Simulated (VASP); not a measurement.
Mg2Co: single point with r2SCAN

Mg2Co:

```
CELL_PARAMETERS angstrom
3.15568 0.00000 0.00000
0.00000 3.15568 0.00000
0.00000 0.00000 4.67918
ATOMIC_POSITIONS crystal
Mg 0.50000 0.00000 0.77776
Mg 0.00000 0.50000 0.22224
Co 0.00000 0.00000 0.50000
```

* Program: VASP 6.6.1
* Task: single point
* Functional: r2SCAN
* Potentials or basis: VASP PAW PBE potentials, release 64 (Mg, Co)
* Cutoff: 520 eV
* k mesh: 8 × 8 × 5
* Occupations: gaussian, width 0.1 eV
* Spin: collinear spin, ferromagnetic start
* Starting moments: [0.0, 0.0, 2.0] μB

- Pressure: 29.7 GPa
- Largest force: 4.329 eV/Å
- Net moment: 0.00 μB per cell
- Valence electrons inside the program's atomic spheres: Mg 0.54; Co 8.67

Forces on the atoms (eV/Å):
```
Mg   0.000  0.000  4.329
Mg   0.000  0.000 -4.329
Co   0.000  0.000  0.000
```

Stress tensor (GPa, compression positive):
```
24.22  0.00  0.00
 0.00 24.22  0.00
 0.00  0.00 40.64
```

Levels at points of the mesh, in eV from the Fermi level:
Spin up:
```
           k point  band 2  band 3  band 4  band 5  band 6  band 7  band 8  band 9  band 10  band 11
(0.00, 0.00, 0.00)   -2.86   -1.70   -0.95   -0.95   -0.44   -0.41    0.90    7.03     7.03     7.73
(0.50, 0.00, 0.00)   -3.81   -1.76   -1.75   -0.95   -0.89    0.26    2.37    3.01     3.98     5.77
(0.50, 0.50, 0.00)   -2.16   -1.48   -1.48    0.00    0.28    0.28    1.48    1.66     5.42     6.38
```
Spin down:
| k point | band 4 | band 5 | band 6 | band 7 | band 8 | band 9 |
| --- | --- | --- | --- | --- | --- | --- |
| (0.00, 0.00, 0.00) | -0.95 | -0.95 | -0.44 | -0.41 | 0.90 | 7.03 |
| (0.50, 0.00, 0.00) | -1.75 | -0.95 | -0.89 | 0.26 | 2.38 | 3.01 |
| (0.50, 0.50, 0.00) | -1.48 | 0.00 | 0.28 | 0.28 | 1.48 | 1.66 |

Wall time 78 s on 1 thread of Intel(R) Xeon(R) 6975P-C (Granite Rapids) (shared host), peak memory 0.22 GiB.

Caveat: the stress differs along the axes, from 24 to 41 GPa; the moments typed at the start vanished in this run; the PAW data sets were made with another functional, which shifts forces and pressure a little.
